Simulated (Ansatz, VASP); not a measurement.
SiC in VASP and in Ansatz

```
Si C
1.0
     3.29350    0.00000    0.00000
    -1.64675    2.85225    0.00000
     0.00000    0.00000   10.61320
Si C
4 4
Direct
  0.66667 0.33333 0.93783
  0.33333 0.66667 0.43783
  0.00000 0.00000 0.68790
  0.00000 0.00000 0.18790
  0.66667 0.33333 0.74982
  0.33333 0.66667 0.24982
  0.00000 0.00000 0.50045
  0.00000 0.00000 0.00045
```

Alike in both runs: task single point; functional PBEsol; k mesh 12 × 12 × 4; occupations gaussian, width 0.05 eV; no spin polarisation.

```csv
,VASP,Ansatz
version,VASP 6.6.1,Ansatz 0.2.0
potentials or method,"VASP PAW PBE potentials, release 64 (Si, C), cutoff 520 eV","scalar-relativistic, plane waves, PAW"
valence electrons in the cell,32,32
```

Ansatz gave:

| Property | Result |
| --- | --- |
| gap on the k mesh at the Fermi level (eV) | 2.03 |
| least direct gap on the mesh (eV) | 3.05 |
| rms of the force components (eV/Å) | 0.023 |

Question: Which values does VASP return?

Answer: gap on the k mesh at the Fermi level (eV): 2.02; least direct gap on the mesh (eV): 3.04; rms of the force components (eV/Å): 0.024.

VASP's potentials were made for PBE, not for PBEsol, and Ansatz warns of the same on its side. Atom by atom the forces differ by 0.001 eV/Å (rms over components).
